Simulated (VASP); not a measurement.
Write the native input for VASP 6.6.1 that does the following.

```yaml
Task: single point
Functional: PBEsol
Potentials_or_basis: VASP PAW PBE potentials, release 64 (Ga_d, N)
Cutoff: 520 eV
k_mesh: 10 × 10 × 3
Occupations: fermi-dirac, width 0.05 eV
Spin: no spin polarisation
Dipole_correction: no
Further_INCAR_settings: ALGO = Normal; EDIFF = 1e-06; NBANDS = 46
```

The structure of GaN lies in POSCAR:

```
GaN
1.0
    3.2328068684      0.0000000000      0.0000000000
   -1.6164034342      2.7996928736      0.0000000000
    0.0000000000      0.0000000000     10.4254303433
Ga N
4 4
Direct
    0.0000000000      0.0000000000      0.7858680000
    0.6666666667      0.3333333333      0.0373490000
    0.3333333333      0.6666666667      0.5373490000
    0.0000000000      0.0000000000      0.2858680000
    0.0000000000      0.0000000000      0.0930380000
    0.6666666667      0.3333333333      0.3437450000
    0.0000000000      0.0000000000      0.5930380000
    0.3333333333      0.6666666667      0.8437450000
```

One way to write it, as run:

INCAR

```
ALGO = Normal ; EDIFF = 1E-6
ENCUT = 520 ; GGA = PS
ISIF = 2 ; ISMEAR = -1
LASPH = T ; LCHARG = F
LREAL = F ; LWAVE = F
NBANDS = 46 ; NELM = 100
PREC = Accurate ; SIGMA = 0.05
```

KPOINTS

```
k-points
0
Gamma
  10 10 3
```

Potentials or basis: VASP PAW PBE potentials, release 64 (Ga_d, N).

Command:

```sh
$ cat potpaw_PBE.64/Ga_d/POTCAR potpaw_PBE.64/N/POTCAR > POTCAR
$ mpirun -np 1 vasp_std > vasp.out
```

Results of the run:

```yaml
Pressure: -9.2 GPa
Largest_force: 0.236 eV/Å
Band_gap_on_the_k_mesh: 0.65 eV
```

Caveat: the cell stands under tension; the PAW data sets were made with another functional, which shifts forces and pressure a little.

Wall time 98 s on 1 thread of AMD EPYC 9R45 96-Core Processor (Zen 5), with other jobs on the host, peak memory 0.21 GiB.
